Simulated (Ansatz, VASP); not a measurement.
# NiGe: VASP beside Ansatz

```
Ni Ge
1.0
     5.31079    0.00000    0.00000
     0.00000    3.44002    0.00000
     0.00000    0.00000    5.79665
Ni Ge
4 4
Direct
  0.99299 0.75000 0.18887
  0.00701 0.25000 0.81113
  0.50701 0.25000 0.68887
  0.49299 0.75000 0.31113
  0.81164 0.75000 0.58840
  0.18836 0.25000 0.41160
  0.68836 0.25000 0.08840
  0.31164 0.75000 0.91160
```

Change from the starting cell: strain +0.0100 x Voigt [0, 0, 1, 0, 0, 0], atoms carried along.

Alike in both runs: task single point; functional PBEsol; k mesh 8 × 12 × 8; occupations gaussian, width 0.15 eV; no spin polarisation.

|  | VASP | Ansatz |
| --- | --- | --- |
| version | VASP 6.6.1 | Ansatz 0.2.0 |
| potentials or method | VASP PAW PBE potentials, release 64 (Ni, Ge_d), cutoff 520 eV | scalar-relativistic, plane waves, PAW |
| valence electrons in the cell | 96 | 128 |

VASP gave:

| Quantity | Value |
| --- | --- |
| gap on the k mesh at the Fermi level (eV) | none |
| pressure (GPa) | -1.4 |
| traceless stress, the component that is largest in VASP (GPa) | -0.92 |
| rms of the force components (eV/Å) | 0.029 |

**Question.** What did Ansatz give for the same quantities?

**Answer.** gap on the k mesh at the Fermi level (eV): none; pressure (GPa): -1.5; traceless stress, the component that is largest in VASP (GPa): -0.94; rms of the force components (eV/Å): 0.031.

VASP's potentials were made for PBE, not for PBEsol. Atom by atom the forces differ by 0.003 eV/Å (rms over components). A gap of «none» marks a metal or a gap that the smearing closes. The functional is the same, so the differences come from potentials, cutoffs and numerics. VASP's potentials hold 96 valence electrons a cell and Ansatz's 128, so a difference there can come from the potentials and not from the codes.
